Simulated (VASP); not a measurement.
Runs of VASP 6.6.1 on CdSe (zincblende type). The structure is that of space group F-43m (No. 216), or close to it. The cells are those of the table. 

```tsv
task	cell	cutoff (eV)	k mesh for the DOS	occupations for the DOS	gap on the mesh (eV)	pressure (GPa)
single point	a = 4.292 Å, angles 60.0°, 2 atoms	520	-	-	(b)	(a)
single point	a = 4.381 Å, angles 60.0°, 2 atoms	520	-	-	0.49	0.2
single point	a = 3.590 Å, angles 60.0°, 2 atoms	520	-	-	1.44	111.1
single point	a = 4.199 Å, angles 60.0°, 2 atoms	520	-	-	0.76	8.1
single point	a = 3.776 Å, angles 60.0°, 2 atoms	520	-	-	(c)	58.3
single point	a = 3.927 Å, angles 60.0°, 2 atoms	520	-	-	1.14	32.7
relaxation of cell and atoms	relaxed from a = 4.392 Å, angles 60.0°, 2 atoms	600	-	-	0.48	0.0
single point	a = 4.067 Å, angles 60.0°, 2 atoms	520	-	-	0.95	17.5
```

Alike in all rows: level PBE; potentials or basis VASP PAW PBE potentials, release 64 (Cd, Se); no spin polarisation; k mesh 11 × 11 × 11; smearing fermi-dirac 0.1 eV.

Q: Fill in the values left out.

A: (a) 3.5; (b) 0.62; (c) 1.31.

A k mesh can miss the band edges, and the runs leave out spin-orbit coupling on Cd, Se.
